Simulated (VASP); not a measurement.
# Cl (Pm-3m) in VASP: a series of runs

The runs below take Cl through single point, with PBE.

Program: VASP 6.6.1. These are calculated values, not measurements. Logs are shortened: lines on timing, memory, paths and dates and some standing lists are left out, and cuts for length are marked.

### 1 The cell of the first run

It takes space group Pm-3m (No. 221, cubic). The conventional cell has a = 2.605 Å, b = 2.605 Å, c = 2.605 Å, α = 90.00°, β = 90.00°, γ = 90.00°. Within 3.4 Å of Cl (site symmetry m-3m) lie 6 Cl at 2.60 Å.

### 2 Single point, PBE (volume scaled by 0.75)

Input file INCAR:

```
  ALGO = Normal
  EDIFF = 1E-6
  ENCUT = 520
  GGA = PE
  ISIF = 2
  ISMEAR = -1
  LASPH = T
  LCHARG = F
  LREAL = F
  LWAVE = F
  NBANDS = 10
  NELM = 100
  PREC = Accurate
  SIGMA = 0.1
```

Input file KPOINTS:

```
k-points
0
Gamma
  15 15 15
```

Input file POSCAR:

```
Cl
1.0
    2.6047458628      0.0000000000      0.0000000000
    0.0000000000      2.6047458628      0.0000000000
    0.0000000000      0.0000000000      2.6047458628
Cl
1
Direct
    0.0000000000      0.0000000000      0.0000000000
```

Potentials or basis: VASP PAW PBE potentials, release 64 (Cl).

Run with:

```
$ cat potpaw_PBE.64/Cl/POTCAR > POTCAR
$ mpirun -np 1 vasp_std > vasp.out
```

OUTCAR:

```text
EDIFF = 1E-6
   ENCUT = 520
   GGA = PE
   ISIF = 2
   ISMEAR = -1
   LASPH = T
   LREAL = F
   NELM = 100
   PREC = Accurate

 ion  position               nearest neighbor table
   1  0.000  0.000  0.000-

  LATTYP: Found a simple cubic cell.
 ALAT       =     2.6047458628

  Lattice vectors:

 A1 = (   2.6047458628,   0.0000000000,   0.0000000000)
 A2 = (   0.0000000000,   2.6047458628,   0.0000000000)
 A3 = (   0.0000000000,   0.0000000000,   2.6047458628)

Analysis of symmetry for initial positions (statically):
=====================================================================
 Subroutine PRICEL returns:
 Original cell was already a primitive cell.

 Routine SETGRP: Setting up the symmetry group for a
 simple cubic supercell.

 Subroutine GETGRP returns: Found 48 space group operations
 (whereof 48 operations were pure point group operations)
 out of a pool of 48 trial point group operations.

The static configuration has the point symmetry O_h .

Analysis of symmetry for dynamics (positions and initial velocities):
=====================================================================
 Subroutine PRICEL returns:
 Original cell was already a primitive cell.

 Routine SETGRP: Setting up the symmetry group for a
 simple cubic supercell.

 Subroutine GETGRP returns: Found 48 space group operations
 (whereof 48 operations were pure point group operations)
 out of a pool of 48 trial point group operations.

The dynamic configuration has the point symmetry O_h .

 Subroutine INISYM returns: Found 48 space group operations
 (whereof 48 operations are pure point group operations),
 and found     1 'primitive' translations

----------------------------------------------------------------------------------------

                                     Primitive cell

  volume of cell :      17.6724

  direct lattice vectors                    reciprocal lattice vectors
     2.604745863  0.000000000  0.000000000     0.383914613  0.000000000  0.000000000
     0.000000000  2.604745863  0.000000000     0.000000000  0.383914613  0.000000000
     0.000000000  0.000000000  2.604745863     0.000000000  0.000000000  0.383914613

  length of vectors
     2.604745863  2.604745863  2.604745863     0.383914613  0.383914613  0.383914613

  position of ions in fractional coordinates (direct lattice)
     0.000000000  0.000000000  0.000000000

  ion indices of the primitive-cell ions
   primitive index   ion index
                 1           1

----------------------------------------------------------------------------------------

 KPOINTS: k-points

Automatic generation of k-mesh.
 Grid dimensions read from file:
 generate k-points for:   15   15   15

 Generating k-lattice:

  Cartesian coordinates                     Fractional coordinates (reciprocal lattice)
     0.025594308  0.000000000  0.000000000     0.066666667  0.000000000  0.000000000
     0.000000000  0.025594308  0.000000000     0.000000000  0.066666667  0.000000000
     0.000000000  0.000000000  0.025594308     0.000000000  0.000000000  0.066666667

  Length of vectors
     0.025594308  0.025594308  0.025594308

  Shift w.r.t. Gamma in fractional coordinates (k-lattice)
     0.000000000  0.000000000  0.000000000

 Subroutine IBZKPT returns following result:
 ===========================================

 Found    120 irreducible k-points:

 Following reciprocal coordinates:
            Coordinates               Weight
  0.000000  0.000000  0.000000      1.000000
  0.066667  0.000000  0.000000      6.000000
  0.133333  0.000000  0.000000      6.000000
  0.200000  0.000000  0.000000      6.000000
  0.266667  0.000000  0.000000      6.000000
  0.333333  0.000000  0.000000      6.000000
[... 16 lines left out ...]
  0.266667  0.200000  0.000000     24.000000
  0.333333  0.200000  0.000000     24.000000
 [... further k-points ...]
   k-points           NKPTS =    120   k-points in BZ     NKDIM =    120   number of bands    NBANDS=     10
   number of dos      NEDOS =    301   number of ions     NIONS =      1
   total plane-waves  NPLWV =   8000
   dimension x,y,z NGX =    20 NGY =   20 NGZ =   20
   dimension x,y,z NGXF=    40 NGYF=   40 NGZF=   40
   ions per type =               1
   NGX,Y,Z   is equivalent  to a cutoff of  12.76, 12.76, 12.76 a.u.
   NGXF,Y,Z  is equivalent  to a cutoff of  25.53, 25.53, 25.53 a.u.
 SYSTEM =  unknown system
   PREC   = accura    normal or accurate (medium, high low for compatibility)
   ISTART =      0    job   : 0-new  1-cont  2-samecut
   ICHARG =      2    charge: 1-file 2-atom 10-const
   ISPIN  =      1    spin polarized calculation?
   LNONCOLLINEAR =      F non collinear calculations
   LSORBIT =      F    spin-orbit coupling
   LASPH  =      T    aspherical Exc in radial PAW
   ENCUT  =  520.0 eV  38.22 Ry    6.18 a.u.   4.84  4.84  4.84*2*pi/ulx,y,z
   NELM   =    100;   NELMIN=  2; NELMDL= -5     # of ELM steps
   EDIFF  = 0.1E-05   stopping-criterion for ELM
   LREAL  =      F    real-space projection
   EDIFFG = 0.1E-04   stopping-criterion for IOM
   NSW    =      0    number of steps for IOM
   IBRION =     -1    ionic relax: 0-MD 1-quasi-New 2-CG
   NFREE  =      0    steps in history (QN), initial steepest desc. (CG)
   ISIF   =      2    stress and relaxation
   ISYM   =      2    0-nonsym 1-usesym 2-fastsym
   POTIM  = 0.5000    time-step for ionic-motion
   TEBEG  =    0.0;   TEEND  =   0.0 temperature during run
   PSTRESS=    0.0 pullay stress
   NELECT =       7.0000    total number of electrons
   NUPDOWN=      -1.0000    fix difference up-down
   EMIN   =  10.00;   EMAX   =-10.00  energy-range for DOS
   EFERMI =   0.00;   METHOD = LEGACY
   ISMEAR =    -1;   SIGMA  =   0.10  broadening in eV -4-tet -1-fermi 0-gaus
   EFERMI_NEDOS =   21; number of points for ismear=-14 and -15
   IALGO  =     38    algorithm
   IMIX   =      4    mixing-type and parameters
     AMIX     =   0.40;   BMIX     =  1.00
     AMIX_MAG =   1.60;   BMIX_MAG =  1.00
  volume/ion in A,a.u.               =      17.67       119.26
  Fermi-wavevector in a.u.,A,eV,Ry     =   1.202289  2.271996 19.667201  1.445498
  Thomas-Fermi vector in A             =   2.338074
   LORBIT       =      0    0 simple, 1 ext, 2 COOP (PROOUT), +10 PAW based schemes
   GGA     = PE    functional components
   LHFCALC =     F    Hartree Fock is set to
   AEXX    =    0.0000 exact exchange contribution
   IVDW    =     0    specifies the selected vdW correction
   LEPSILON=     F    determine dielectric tensor
   LRPA    =     F    only Hartree local field effects (RPA)
 non-spin polarized calculation
  energy-cutoff  :      520.00
  volume of cell :       17.67
 maximum number of plane-waves:       487
 NGX is ok and might be reduce to    20
   NGX =  9   NGY =  9   NGZ =  9

 number of electron       6.9999998 magnetization

 Free energy of the ion-electron system (eV)
  ---------------------------------------------------
  ext. energy  EPLUGINS =         0.00000000
  ---------------------------------------------------
  free energy    TOTEN  =        -0.92286704 eV

  energy without entropy =       -0.89493598  energy(sigma->0) =       -0.90890151

 E-fermi :   5.1540     XC(G=0): -10.2613

 val. band max:        5.1151468452   @ k =   0.4000   0.3333   0.1333
 cond. band min:       5.1892852565   @ k =   0.3333   0.0667   0.0000
 fundamental gap:      0.0741384113
 Fermi energy:         5.1540008418

 k-point     1 :       0.0000    0.0000    0.0000
  band No.  band energies     occupation
      1     -13.0226      2.00000
      2       4.9042      1.84794
      3       4.9042      1.84794
      4       4.9042      1.84794
      5      14.2170      0.00000
      6      14.2170      0.00000
      7      14.3444      0.00000
      8      27.3974      0.00000
      9      27.3974      0.00000
     10      27.3974      0.00000

 k-point     2 :       0.0667    0.0000    0.0000
  band No.  band energies     occupation
      1     -12.9598      2.00000
      2       4.3991      1.99895
      3       4.9423      1.78506
      4       4.9423      1.78506
      5      14.2805      0.00000
      6      14.3845      0.00000
      7      14.8813      0.00000
      8      26.7668      0.00000
      9      26.7668      0.00000
     10      27.4337      0.00000

 k-point     3 :       0.1333    0.0000    0.0000
  band No.  band energies     occupation
      1     -12.7753      2.00000
      2       3.1919      2.00000
      3       5.0522      1.46908
      4       5.0522      1.46908
      5      14.4660      0.00000
      6      14.6406      0.00000
      7      16.4005      0.00000
      8      25.4271      0.00000
      9      25.4271      0.00000
     10      27.5381      0.00000

 k-point     4 :       0.2000    0.0000    0.0000
  band No.  band energies     occupation
      1     -12.4829      2.00000
      2       1.7388      2.00000
      3       5.2206      0.67861
      4       5.2206      0.67861
      5      14.7585      0.00000
      6      15.0555      0.00000
      7      18.2562      0.00000
      8      23.9683      0.00000
      9      23.9683      0.00000
     10      27.6969      0.00000
[... 222 lines left out ...]
 k-point    22 :       0.2000    0.2000    0.0000
  band No.  band energies     occupation
      1     -11.9478      2.00000
      2       2.1643      2.00000
      3       2.1666      2.00000
      4       5.5272      0.04675
      5      15.4770      0.00000
      6      17.2177      0.00000
      7      19.2106      0.00000
      8      21.7665      0.00000
      9      23.9824      0.00000
     10      24.9300      0.00000

 k-point    23 :       0.2667    0.2000    0.0000
  band No.  band energies     occupation
      1     -11.5780      2.00000
      2       0.7644      2.00000
      3       2.4495      2.00000
      4       5.7245      0.00663
      5      15.7186      0.00000
      6      16.8013      0.00000
      7      20.2197      0.00000
      8      22.2558      0.00000
      9      23.0222      0.00000
     10      24.8665      0.00000

 k-point    24 :       0.3333    0.2000    0.0000
  band No.  band energies     occupation
      1     -11.1753      2.00000
      2      -0.4659      2.00000
      3       2.7469      2.00000
      4       5.9246      0.00090
      5      15.3782      0.00000
      6      16.7965      0.00000
      7      20.6355      0.00000
      8      22.0037      0.00000
      9      23.2031      0.00000
     10      25.0993      0.00000

 [... further k-points ...]
[... 5 lines left out ...]
  --------------------------------------------------------------------------------------
  -------------------------------------------------------------------------------------
  Total        2.1738871      2.1738871      2.1738871      0.0000000      0.0000000     -0.0000000
  in kB      197.0840617    197.0840617    197.0840617      0.0000000      0.0000000     -0.0000000
  external PRESSURE =     197.0840617 kB  Pullay stress =       0.0000000 kB

 VOLUME and BASIS-vectors are now :
 -----------------------------------------------------------------------------
  energy-cutoff  :      520.00
  volume of cell :       17.67
      direct lattice vectors                 reciprocal lattice vectors
     2.604745863  0.000000000  0.000000000     0.383914613  0.000000000  0.000000000
     0.000000000  2.604745863  0.000000000     0.000000000  0.383914613  0.000000000
     0.000000000  0.000000000  2.604745863     0.000000000  0.000000000  0.383914613

 POSITION                                       TOTAL-FORCE (eV/Angst)
 -----------------------------------------------------------------------------------
      0.00000      0.00000      0.00000         0.000000      0.000000      0.000000
 -----------------------------------------------------------------------------------
    total drift:                                0.000000     -0.000000     -0.000000

  FREE ENERGIE OF THE ION-ELECTRON SYSTEM (eV)
  ---------------------------------------------------
  free  energy   TOTEN  =        -0.9228670383 eV

  energy  without entropy=       -0.8949359807  energy(sigma->0) =       -0.90890151
```

Wall time 20 s (1 thread of AMD EPYC 7R13, shared host); peak memory 0.1 GiB.

What came out:

```
Free energy : -0.9229 eV
Pressure    : 19.7 GPa
```

Caveat: an odd number of electrons without spin polarisation forces a metal; a magnetic or distorted state may lie lower.

### 3 Single point, PBE (volume scaled by 0.85)

Input file INCAR:

```
PREC = Accurate
ENCUT = 520
EDIFF = 1E-6
ISMEAR = -1
SIGMA = 0.1
LREAL = False
LASPH = True
NELM = 80
ALGO = Normal
ISIF = 2
LWAVE = False
LCHARG = True
GGA = PE
LELF = True
LVHAR = True
NBANDS = 10
```

Input file KPOINTS:

```
Automatic mesh
0
Gamma
  15 15 15
```

Input file POSCAR:

```
Cl
1.0
    2.7157174174      0.0000000000      0.0000000000
    0.0000000000      2.7157174174      0.0000000000
    0.0000000000      0.0000000000      2.7157174174
Cl
1
Direct
    0.0000000000      0.0000000000      0.0000000000
```

Potentials or basis: VASP PAW PBE potentials, release 64 (Cl).

Run with:

```
$ cat potpaw_PBE.64/Cl/POTCAR > POTCAR
$ mpirun -np 1 vasp_std > vasp.out
```

Wall time 17 s (1 thread of AMD EPYC 7R13, shared host); peak memory 0.1 GiB.

It converged, with:

```yaml
Free_energy: -1.1194 eV
Pressure: 8.1 GPa
```

Levels at points of the mesh, in eV from the Fermi level:
```csv
k point,band 1,band 2,band 3,band 4,band 5,band 6,band 7,band 8,band 9
"(0.00, 0.00, 0.00)",-16.96,-0.19,-0.19,-0.19,8.70,9.67,9.67,21.51,21.51
```

Caveat: an odd number of electrons without spin polarisation forces a metal; a magnetic or distorted state may lie lower.

### 4 Single point, PBE (volume scaled by 0.95)

Input file INCAR:

```
PREC = Accurate ; ENCUT = 520
EDIFF = 1E-6 ; ISMEAR = -1
SIGMA = 0.1 ; LREAL = False
LASPH = True ; NELM = 100
ALGO = Normal ; ISIF = 2
LWAVE = False ; LCHARG = True
GGA = PE ; LELF = True
LVHAR = True ; NBANDS = 10
```

KPOINTS is that of step 3.

Input file POSCAR:

```
Cl
1.0
    2.8182929713      0.0000000000      0.0000000000
    0.0000000000      2.8182929713      0.0000000000
    0.0000000000      0.0000000000      2.8182929713
Cl
1
Direct
    0.0000000000      0.0000000000      0.0000000000
```

Potentials or basis: VASP PAW PBE potentials, release 64 (Cl).

Run with:

```
$ cat potpaw_PBE.64/Cl/POTCAR > POTCAR
$ mpirun -np 1 vasp_std > vasp.out
```

OUTCAR:

```text
PREC = Accurate
   ENCUT = 520
   EDIFF = 1E-6
   ISMEAR = -1
   LREAL = False
   LASPH = True
   NELM = 100
   ISIF = 2
   GGA = PE

 ion  position               nearest neighbor table
   1  0.000  0.000  0.000-

  LATTYP: Found a simple cubic cell.
 ALAT       =     2.8182929713

  Lattice vectors:

 A1 = (   2.8182929713,   0.0000000000,   0.0000000000)
 A2 = (   0.0000000000,   2.8182929713,   0.0000000000)
 A3 = (   0.0000000000,   0.0000000000,   2.8182929713)

Analysis of symmetry for initial positions (statically):
=====================================================================
 Subroutine PRICEL returns:
 Original cell was already a primitive cell.

 Routine SETGRP: Setting up the symmetry group for a
 simple cubic supercell.

 Subroutine GETGRP returns: Found 48 space group operations
 (whereof 48 operations were pure point group operations)
 out of a pool of 48 trial point group operations.

The static configuration has the point symmetry O_h .

Analysis of symmetry for dynamics (positions and initial velocities):
[... 156 lines left out ...]

 E-fermi :   1.9068     XC(G=0):  -9.1057

 val. band max:        1.9027651818   @ k =   0.2667   0.1333   0.0667
 cond. band min:       1.9270630196   @ k =   0.4667   0.3333   0.1333
 fundamental gap:      0.0242978378
 Fermi energy:         1.9067988358

 k-point     1 :       0.0000    0.0000    0.0000
  band No.  band energies     occupation
      1     -14.1539      2.00000
      2       1.7616      1.62046
      3       1.7616      1.62046
      4       1.7616      1.62046
      5      10.2444      0.00000
      6      12.0271      0.00000
      7      12.0271      0.00000
      8      22.8147      0.00000
      9      22.8147      0.00000
     10      22.8147      0.00000
[... 287 lines left out ...]
 k-point    24 :       0.3333    0.2000    0.0000
  band No.  band energies     occupation
      1     -12.9557      2.00000
      2      -2.0436      2.00000
      3       0.2464      2.00000
      4       2.4294      0.01070
      5      12.2845      0.00000
      6      13.7509      0.00000
      7      16.4812      0.00000
      8      18.4304      0.00000
      9      18.6689      0.00000
     10      20.9504      0.00000

 [... further k-points ...]
[... 5 lines left out ...]
  --------------------------------------------------------------------------------------
  -------------------------------------------------------------------------------------
  Total        0.2549133      0.2549133      0.2549133      0.0000000      0.0000000     -0.0000000
  in kB       18.2450353     18.2450353     18.2450353      0.0000000      0.0000000     -0.0000000
  external PRESSURE =      18.2450353 kB  Pullay stress =       0.0000000 kB

 VOLUME and BASIS-vectors are now :
 -----------------------------------------------------------------------------
  energy-cutoff  :      520.00
  volume of cell :       22.39
      direct lattice vectors                 reciprocal lattice vectors
     2.818292971  0.000000000  0.000000000     0.354824715  0.000000000  0.000000000
     0.000000000  2.818292971  0.000000000     0.000000000  0.354824715  0.000000000
     0.000000000  0.000000000  2.818292971     0.000000000  0.000000000  0.354824715

 POSITION                                       TOTAL-FORCE (eV/Angst)
 -----------------------------------------------------------------------------------
      0.00000      0.00000      0.00000         0.000000      0.000000      0.000000
 -----------------------------------------------------------------------------------
    total drift:                                0.000000     -0.000000     -0.000000

  FREE ENERGIE OF THE ION-ELECTRON SYSTEM (eV)
  ---------------------------------------------------
  free  energy   TOTEN  =        -1.1883399641 eV

  energy  without entropy=       -1.1467875987  energy(sigma->0) =       -1.16756378
```

OSZICAR:

```text
N       E                     dE             d eps       ncg     rms          rms(c)
DAV:   1     0.201522756749E+02    0.20152E+02   -0.30118E+03  2416   0.537E+02
DAV:   2    -0.429390750326E+00   -0.20582E+02   -0.19923E+02  3210   0.101E+02
DAV:   3    -0.118298648526E+01   -0.75360E+00   -0.73385E+00  2952   0.174E+01
DAV:   4    -0.118575128041E+01   -0.27648E-02   -0.27637E-02  2918   0.130E+00
DAV:   5    -0.118576465859E+01   -0.13378E-04   -0.13378E-04  2924   0.860E-02    0.549E+00
DAV:   6    -0.118715871303E+01   -0.13941E-02   -0.37440E-04  2824   0.140E-01    0.332E+00
DAV:   7    -0.118829900743E+01   -0.11403E-02   -0.91282E-04  2596   0.220E-01    0.333E-02
DAV:   8    -0.118832900647E+01   -0.29999E-04   -0.32095E-05  2752   0.373E-02    0.107E-02
DAV:   9    -0.118833880282E+01   -0.97963E-05   -0.73884E-06  2586   0.174E-02    0.371E-03
DAV:  10    -0.118833983250E+01   -0.10297E-05   -0.20501E-06  2634   0.841E-03    0.790E-04
DAV:  11    -0.118833996407E+01   -0.13157E-06   -0.10097E-07  1820   0.199E-03
   1 F= -.11883400E+01 E0= -.11675638E+01  d E =-.415524E-01
```

stdout:

```text
POSCAR found type information on POSCAR Cl
 POSCAR found :  1 types and       1 ions
 scaLAPACK will be used
 LDA part: xc-table for (Slater+PW92), standard interpolation
 POSCAR, INCAR and KPOINTS ok, starting setup
 FFT: planning ... GRIDC
 FFT: planning ... GRID_SOFT
 FFT: planning ... GRID
 WAVECAR not read
 entering main loop
```

It took 27 s on 1 thread of AMD EPYC 7R13, shared host; peak memory 0.12 GiB.

What came out:

```yaml
Free_energy: -1.1883 eV
Pressure: 1.8 GPa
```

Caveat: an odd number of electrons without spin polarisation forces a metal; a magnetic or distorted state may lie lower.

### 5 The runs side by side

| cell | gap on the mesh (eV) | pressure (GPa) |
| --- | --- | --- |
| a = 2.605 Å, 1 atom | none | 19.7 |
| a = 2.716 Å, 1 atom | none | 8.1 |
| a = 2.818 Å, 1 atom | none | 1.8 |

Alike in all rows: task single point; level PBE; potentials or basis VASP PAW PBE potentials, release 64 (Cl); no spin polarisation; k mesh 15 × 15 × 15; cutoff (eV) 520; smearing fermi-dirac 0.1 eV.

Caveats: an odd number of electrons without spin polarisation forces a metal; a magnetic or distorted state may lie lower.

Total energies depend on the potentials used, so only differences within one code and one set of settings carry meaning.
